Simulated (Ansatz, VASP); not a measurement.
One calculation of Si2Ni, two programs

```
Ni Si
1.0
     0.00000    2.67514    2.67514
     2.67514    0.00000    2.67514
     2.67514    2.67514    0.00000
Ni Si
1 2
Direct
  0.00000 0.00000 0.00000
  0.25000 0.25000 0.25000
  0.75000 0.75000 0.75000
```

Alike in both runs: functional LDA; k mesh 11 × 11 × 11; occupations fermi-dirac, width 0.05 eV; no spin polarisation.

Ansatz relaxed the structure, and its values are those at the end. VASP's run is a single point on that final structure, the one shown.

|  | VASP | Ansatz |
| --- | --- | --- |
| version | VASP 6.6.1 | Ansatz 0.2.0 |
| potentials or method | VASP PAW LDA potentials, release 64 (Ni, Si) | PAW with Ansatz's default frozen-core files, scalar-relativistic |
| plane-wave cutoff (eV) | 520 | 420 |
| valence electrons in the cell | 18 | 26 |

```tsv
	VASP	Ansatz	Ansatz less VASP
pressure (GPa)	0.2	0.0	-0.19
```

LDA's correlation is that of Perdew and Zunger in VASP and of Perdew and Wang (1992) in Ansatz. VASP's potentials hold 18 valence electrons a cell and Ansatz's 26, so a difference there can come from the potentials and not from the codes.
